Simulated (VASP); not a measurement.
A run of VASP 6.6.1 is set up as follows.

INCAR

```
  PREC = Accurate
  ENCUT = 520
  EDIFF = 1E-6
  ISMEAR = -1
  SIGMA = 0.05
  LREAL = F
  LASPH = T
  NELM = 60
  ALGO = Normal
  ISIF = 2
  LWAVE = F
  LCHARG = T
  GGA = PS
  LELF = T
  LVHAR = T
  NBANDS = 10
```

File KPOINTS:

```
regular mesh
0
Gamma
  12 12 12
```

The input POSCAR:

```
K
1.0
   -2.6125014308      2.6125014308      2.6125014308
    2.6125014308     -2.6125014308      2.6125014308
    2.6125014308      2.6125014308     -2.6125014308
K
1
Direct
    0.0000000000      0.0000000000      0.0000000000
```

Potentials or basis: VASP PAW PBE potentials, release 64 (K_sv).

Run with:

```bash
$ cat potpaw_PBE.64/K_sv/POTCAR > POTCAR
$ mpirun -np 1 vasp_std > vasp.out
```

(1) Estimate the pressure.

(2) Predict the band gap on the k mesh.

## Answers

(1) 0.0 GPa.

(2) zero (an odd number of electrons rules out a gap without spin polarisation).

Caveat: the PAW data sets were made with another functional, which shifts forces and pressure a little.
